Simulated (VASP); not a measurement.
Write the native input for VASP 6.6.1 that does the following.

```
Task                   : relaxation of the atoms
Functional             : PBE
Dispersion             : D3(BJ)
Potentials or basis    : VASP PAW PBE potentials, release 64 (Ti_sv, H)
Cutoff                 : 520 eV
k mesh                 : 3 × 2 × 4
Occupations            : fermi-dirac, width 0.05 eV
Spin                   : no spin polarisation
Dipole correction      : no
Further INCAR settings : ALGO = Normal; EDIFF = 1e-06; IBRION = 2; EDIFFG = -0.03; NSW = 80
```

The structure of Ti12H (a cell with a defect) lies in POSCAR:

```
Ti12H
1.0
    5.9000000000      0.0000000000      0.0000000000
   -4.4250000000      7.6643250000      0.0000000000
    0.0000000000      0.0000000000      4.6846000000
Ti H
12 1
Direct
    0.0000000000      0.0000000000      0.0000000000
    0.1666667000      0.2222222000      0.5000000000
    0.0000000000      0.3333333000      0.0000000000
    0.1666667000      0.5555556000      0.5000000000
    0.0000000000      0.6666667000      0.0000000000
    0.1666667000      0.8888889000      0.5000000000
    0.5000000000      0.0000000000      0.0000000000
    0.6666667000      0.2222222000      0.5000000000
    0.5000000000      0.3333333000      0.0000000000
    0.6666667000      0.5555556000      0.5000000000
    0.5000000000      0.6666667000      0.0000000000
    0.6666667000      0.8888889000      0.5000000000
    0.4973348000      0.3333721000      0.6245945000
```

These files were run (other wordings do the same):

INCAR

```
SYSTEM = Ti12H
  ALGO = Normal
  EDIFF = 1E-6
  EDIFFG = -0.03
  ENCUT = 520
  GGA = PE
  IBRION = 2
  ISIF = 2
  ISMEAR = -1
  IVDW = 12
  LASPH = .TRUE.
  LCHARG = .FALSE.
  LREAL = .FALSE.
  LWAVE = .FALSE.
  NELM = 100
  NSW = 80
  PREC = Accurate
  SIGMA = 0.05
```

KPOINTS

```
k-points
0
G
  3 2 4
  0 0 0
```

Potentials or basis: VASP PAW PBE potentials, release 64 (Ti_sv, H).

Run with:

```bash
$ cat potpaw_PBE.64/Ti_sv/POTCAR potpaw_PBE.64/H/POTCAR > POTCAR
$ mpirun -np 1 vasp_std > vasp.out
```

Results of the run:

| Item | Value |
| --- | --- |
| Energy gained by relaxing | 8.2 meV/atom |
| Ionic steps | 13 |
| Pressure after relaxing | -5.8 GPa |
| Largest force after relaxing | 0.019 eV/Å |
| Dispersion energy per atom | -0.561 eV |

Caveat: the k points lie up to 0.41 Å⁻¹ apart.

Wall time 55 min on 1 thread of Intel(R) Xeon(R) Platinum 8259CL CPU @ 2.50GHz (Skylake/Cascade Lake) (shared host), peak memory 0.47 GiB.
